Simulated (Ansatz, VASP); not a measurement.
Ba in VASP and in Ansatz

```
Ba
1.0
    -2.60951    2.60951    2.60951
     2.60951   -2.60951    2.60951
     2.60951    2.60951   -2.60951
Ba
1
Cartesian
  0.0000 0.0000 0.0000
```

Alike in both runs: task single point; functional RPBE; k mesh 14 × 14 × 14; occupations fermi-dirac, width 0.1 eV; no spin polarisation.

|  | VASP | Ansatz |
| --- | --- | --- |
| version | VASP 6.6.1 | Ansatz 0.2.0 |
| potentials or method | VASP PAW PBE potentials, release 64 (Ba_sv), cutoff 520 eV | plane waves (420 eV) with PAW, scalar-relativistic |
| valence electrons in the cell | 10 | 10 |

```tsv
	VASP	Ansatz	Ansatz less VASP
pressure (GPa)	-0.2	-0.3	-0.03
```

VASP's potentials were made for PBE, not for RPBE.

Neither program's run includes spin-orbit coupling.
